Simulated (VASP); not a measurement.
**WS2: single point with PBEsol+D3(BJ)**

Crystal: WS2.

```
W S
1.0
     1.57900    0.91164    6.16333
    -1.57900    0.91164    6.16333
     0.00000   -1.82327    6.16333
W S
1 2
Direct
  0.01120 0.01120 0.92893
  0.75030 0.75030 0.75030
  0.58100 0.58100 0.58100
```

This cell differs from its parent crystal: atom 1 (W) moved by (+0.150, -0.300) A along y and z.

- Program: VASP 6.6.1
- Task: single point
- Functional: PBEsol
- Dispersion: D3(BJ)
- Potentials or basis: VASP PAW PBE potentials, release 64 (W_sv, S)
- Cutoff: 520 eV
- k mesh: 12 × 12 × 12
- Occupations: gaussian, width 0.05 eV
- Spin: no spin polarisation
- Dipole correction: no
- Further INCAR settings: ALGO = Normal; EDIFF = 1e-06; NBANDS = 20

* Pressure: 5.1 GPa
* Largest force: 9.320 eV/Å
* Band gap on the k mesh: zero (bands 13 and 14 overlap by 0.22 eV)
* Dispersion energy per atom: -0.385 eV

Forces on the atoms (eV/Å):
```
W    0.000 -3.413  8.673
S    0.000  0.788 -2.838
S    0.000  2.626 -5.835
```

Stress tensor (GPa, compression positive):
```
12.40  0.00  0.00
 0.00 -0.15 -5.57
 0.00 -5.57  2.99
```

Levels at points of the mesh, in eV from the Fermi level:
| k point | band 10 | band 11 | band 12 | band 13 | band 14 | band 15 | band 16 | band 17 |
| --- | --- | --- | --- | --- | --- | --- | --- | --- |
| (0.00, 0.00, 0.00) | -3.05 | -2.52 | -1.56 | -0.10 | 0.86 | 1.24 | 2.52 | 3.44 |
| (0.50, 0.00, 0.00) | -4.79 | -3.23 | -2.21 | -1.43 | 1.51 | 1.72 | 2.48 | 3.47 |
| (0.00, 0.00, 0.50) | -5.39 | -2.91 | -1.87 | -1.29 | 1.38 | 1.79 | 2.67 | 3.76 |
| (0.50, 0.50, 0.00) | -5.35 | -3.27 | -2.02 | -1.46 | 1.58 | 1.72 | 2.42 | 4.27 |
| (0.50, 0.00, 0.50) | -4.76 | -3.57 | -2.35 | -1.54 | 1.47 | 1.88 | 2.34 | 3.93 |
| (0.50, 0.50, 0.50) | -4.37 | -2.49 | -1.50 | 0.15 | 0.85 | 1.11 | 2.47 | 3.55 |

Run time: 19 min on 1 thread of Intel(R) Xeon(R) Platinum 8488C (Sapphire Rapids) (shared host), peak memory 0.67 GiB.

Caveat: the cell differs from its parent crystal (atom 1 (W) moved by (+0.150, -0.300) A along y and z); the stress differs along the axes, from -0 to 12 GPa; the PAW data sets were made with another functional, which shifts forces and pressure a little; spin-orbit coupling is left out, which moves the levels of the heavy elements.
